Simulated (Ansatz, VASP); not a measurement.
**NaH in VASP and in Ansatz**

```
Na H
1.0
     2.99945    0.00000    0.00000
     0.00000    2.91080    0.00000
     0.00000    0.00000    2.95512
Na H
1 1
Cartesian
  0.0000 0.0000 0.0000
  1.4997 1.4554 1.4776
```

Change from the starting cell: strain +0.0150 x Voigt [1, -1, 0, 0, 0, 0], atoms carried along.

Alike in both runs: task single point; functional PBE; k mesh 10 × 10 × 10; occupations gaussian, width 0.05 eV; no spin polarisation.

|  | VASP | Ansatz |
| --- | --- | --- |
| version | VASP 6.6.1 | Ansatz 0.2.0 |
| potentials or method | VASP PAW PBE potentials, release 64 (Na_pv, H), cutoff 520 eV | scalar-relativistic, plane waves, PAW |
| valence electrons in the cell | 8 | 10 |

VASP gave:

* gap on the k mesh at the Fermi level (eV): 0.88
* least direct gap on the mesh (eV): 4.38
* pressure (GPa): 0.2
* traceless stress, the component that is largest in VASP (GPa): 1.70

**Question.** What did Ansatz give for the same quantities?

**Answer.** gap on the k mesh at the Fermi level (eV): 0.89; least direct gap on the mesh (eV): 4.39; pressure (GPa): 0.2; traceless stress, the component that is largest in VASP (GPa): 1.70.

The functional is the same, so the differences come from potentials, cutoffs and numerics. VASP's potentials hold 8 valence electrons a cell and Ansatz's 10, so a difference there can come from the potentials and not from the codes.
